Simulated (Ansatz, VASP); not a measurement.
## Two plane-wave programs on B5O

```xyz
12
Lattice="0.8208 -4.3317 0.0652 -4.4132 -0.4235 0.0922 1.7822 0.8464 -5.3629" Properties=species:S:1:pos:R:3 pbc="T T T"
B    -1.3680   -1.6688   -4.7545
B    -2.0375   -1.2812   -1.7911
B     0.5139   -2.1833   -2.6545
B    -1.9321   -2.0753   -0.3520
B    -3.6192   -1.7394   -0.9299
B     1.7276   -1.8142   -3.9016
B    -0.7221   -2.5435   -1.5462
B     0.1046   -1.1451   -4.1099
B    -0.3572   -4.1719   -1.2967
B    -1.1221   -1.6723   -3.1073
O     1.4043   -3.0876   -3.3598
O     0.0689   -0.0703   -0.8403
```

Change from the starting cell: the structure that the rattled cell fell into.

Alike in both runs: task relaxation of cell and atoms; functional PBE; k mesh 4 × 4 × 4; occupations gaussian, width 0.1 eV; no spin polarisation.

|  | VASP | Ansatz |
| --- | --- | --- |
| version | VASP 6.6.1 | Ansatz 0.2.0 |
| potentials or method | VASP PAW PBE potentials, release 64 (B, O), cutoff 600 eV | scalar-relativistic, plane waves, PAW |
| valence electrons in the cell | 42 | 42 |

```tsv
	VASP	Ansatz	Ansatz less VASP
gap on the k mesh at the Fermi level, each at its own relaxed structure (eV)	0.61	0.63	+0.012
relaxed volume (Å³/atom)	8.96	8.96	-0.005
relaxed cell length with the largest relative difference (Å)	5.785	5.783	-0.0022
```
